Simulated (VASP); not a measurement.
## LuBeSi4: single point with PBE

Crystal: LuBeSi4.

```
Lu Be Si
1.0
     4.21245    0.00000    0.00000
     0.00000    4.21245    0.00000
     0.00000    0.00000    5.25331
Lu Be Si
1 1 4
Direct
  0.00000 0.00000 0.50000
  0.50000 0.50000 0.00000
  0.00000 0.50000 0.76579
  0.50000 0.00000 0.76579
  0.00000 0.50000 0.23421
  0.50000 0.00000 0.23421
```

```json
{
 "Program": "VASP 6.6.1",
 "Task": "single point",
 "Functional": "PBE",
 "Potentials or basis": "VASP PAW PBE potentials, release 64 (Lu, Be, Si)",
 "Cutoff": "520 eV",
 "k mesh": "4 × 4 × 4",
 "Occupations": "gaussian, width 0.1 eV",
 "Spin": "no spin polarisation"
}
```

```
Pressure      : 17.0 GPa
Largest force : 2.253 eV/Å
```

Forces in eV/Å, atoms in the order of the input:
```
Lu   0.000  0.000  0.000
Be   0.000  0.000  0.000
Si   0.000  0.000  2.253
Si   0.000  0.000  2.253
Si   0.000  0.000 -2.253
Si   0.000  0.000 -2.253
```

Stress tensor (GPa, compression positive):
```
11.40  0.00  0.00
 0.00 11.40  0.00
 0.00  0.00 28.09
```

Levels at points of the mesh, in eV from the Fermi level:
| k point | band 19 | band 20 | band 21 | band 22 | band 23 | band 24 |
| --- | --- | --- | --- | --- | --- | --- |
| (0.00, 0.00, 0.00) | -2.32 | -2.32 | -1.15 | -0.43 | 1.64 | 2.40 |
| (0.50, 0.00, 0.00) | -2.14 | -1.95 | -1.52 | -0.99 | 0.80 | 1.39 |
| (0.50, 0.50, 0.00) | -3.30 | -3.30 | -1.06 | -0.78 | 0.66 | 1.19 |
| (0.00, 0.00, 0.50) | -1.43 | -1.43 | -0.44 | 0.62 | 0.62 | 1.11 |
| (0.50, 0.00, 0.50) | -1.64 | -1.53 | -1.14 | -0.85 | -0.13 | 0.93 |
| (0.50, 0.50, 0.50) | -4.10 | -0.97 | -0.97 | 0.80 | 2.32 | 2.32 |

Run time: 29 s on 1 thread of Intel(R) Xeon(R) Platinum 8488C (Sapphire Rapids), on a shared host, peak memory 0.21 GiB.

Caveat: the k points lie up to 0.37 Å⁻¹ apart; spin-orbit coupling is left out, which moves the levels of the heavy elements; forces of over 1 eV/Å act on the atoms, so gaps and moduli don't describe the material at rest.
